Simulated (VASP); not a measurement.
The system is WS3.

```xyz
8
Lattice="9.6200 0.0000 0.0000 -4.8100 8.3312 0.0000 0.0000 0.0000 2.9148" Properties=species:S:1:pos:R:3 pbc="T T T"
W     0.0000    5.5541    0.6175
W     4.8100    2.7771    2.0748
S     1.3104    6.8661    2.2208
S     0.4810    3.7633    2.2208
S    -1.7914    6.0330    2.2208
S     3.4996    1.4651    0.7634
S     4.3290    4.5679    0.7634
S     6.6014    2.2982    0.7634
```

This cell differs from its parent crystal: volume scaled by 0.94.

| Quantity | Value |
| --- | --- |
| Program | VASP 6.6.1 |
| Task | relaxation of shape and atoms at fixed volume |
| Functional | PBE |
| Potentials or basis | VASP PAW PBE potentials, release 64 (W_sv, S) |
| Cutoff | 600 eV |
| k mesh | 3 × 3 × 10 |
| Occupations | gaussian, width 0.02 eV |
| Spin | no spin polarisation |

At the start: pressure 2.6 GPa; volume 29.20 Å³/atom.

Question: Where does the relaxation end?

Answer: Over 7 steps the energy falls by 7.0 meV/atom; space group P6_3 (No. 173, to 0.05 Å).

Step by step:
```csv
step,energy change (eV),largest force (eV/Å),pressure (GPa),volume (Å³)
1,0.0000,0.5689,2.64,233.61
2,-0.0536,0.0728,0.19,233.61
3,-0.0537,0.0684,0.23,233.61
4,-0.0554,0.0650,0.16,233.61
5,-0.0555,0.0644,0.16,233.61
6,-0.0560,0.0365,0.14,233.61
7,-0.0563,0.0044,0.13,233.61
```

Final structure:
```
CELL_PARAMETERS angstrom
9.56771 0.00000 0.00000
-4.78385 8.28588 0.00000
0.00000 0.00000 2.94676
ATOMIC_POSITIONS crystal
W 0.33333 0.66667 0.21223
W 0.66667 0.33333 0.71223
S 0.55157 0.82655 0.76177
S 0.27497 0.44843 0.76177
S 0.17345 0.72503 0.76177
S 0.44843 0.17345 0.26177
S 0.72503 0.55157 0.26177
S 0.82655 0.27497 0.26177
```

Caveat: the cell differs from its parent crystal (volume scaled by 0.94).
